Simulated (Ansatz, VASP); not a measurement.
# Ca in VASP and in Ansatz

The input INCAR:

```
SYSTEM = Ca
PREC = Accurate
ENCUT = 520
EDIFF = 1E-6
ISMEAR = 0
SIGMA = 0.1
LREAL = .FALSE.
LASPH = .TRUE.
NELM = 100
ALGO = Normal
ISIF = 2
LWAVE = .FALSE.
LCHARG = .TRUE.
GGA = CA
LELF = .TRUE.
LVHAR = .TRUE.
NBANDS = 11
```

Contents of KPOINTS:

```
regular mesh
0
G
  14 14 14
  0 0 0
```

Contents of POSCAR:

```
Ca
1.0
    0.0000000000      2.6952291457      2.6952291457
    2.6952291457      0.0000000000      2.6952291457
    2.6952291457      2.6952291457      0.0000000000
Ca
1
Direct
    0.0000000000      0.0000000000      0.0000000000
```

Input for Ansatz:

```yaml
crystal:
  lattice:
    - [0.0, 2.6952291457, 2.6952291457]
    - [2.6952291457, 0.0, 2.6952291457]
    - [2.6952291457, 2.6952291457, 0.0]
  atoms:
    - { symbol: Ca, position: [0.0, 0.0, 0.0] }
basis:
  ecutwfc: 420
kpoints:
  mp_grid: { grid: [14, 14, 14] }
hamiltonian:
  xc: lda
  pseudopotentials: { kind: paw, azcp: { folder: soft_1 } }
scf:
  occupations: { method: gaussian, width: 0.1 }
output:
  forces: true
  stress: true
  eigenvalues: true
```

Alike in both runs: task single point; functional LDA; k mesh 14 × 14 × 14; occupations gaussian, width 0.1 eV; no spin polarisation.

|  | VASP | Ansatz |
| --- | --- | --- |
| version | VASP 6.6.1 | Ansatz 0.2.0 |
| potentials or method | VASP PAW LDA potentials, release 64 (Ca_sv), cutoff 520 eV | scalar-relativistic, plane waves, PAW |
| valence electrons in the cell | 10 | 10 |

|  | VASP | Ansatz | Ansatz less VASP |
| --- | --- | --- | --- |
| gap on the k mesh at the Fermi level (eV) | none | none | - |
| pressure (GPa) | -0.6 | -0.6 | 0.00 |

Ansatz warns that its potentials were made for another functional, while VASP's fit it. LDA's correlation is that of Perdew and Zunger in VASP and of Perdew and Wang (1992) in Ansatz. A gap of «none» marks a metal or a gap that the smearing closes.
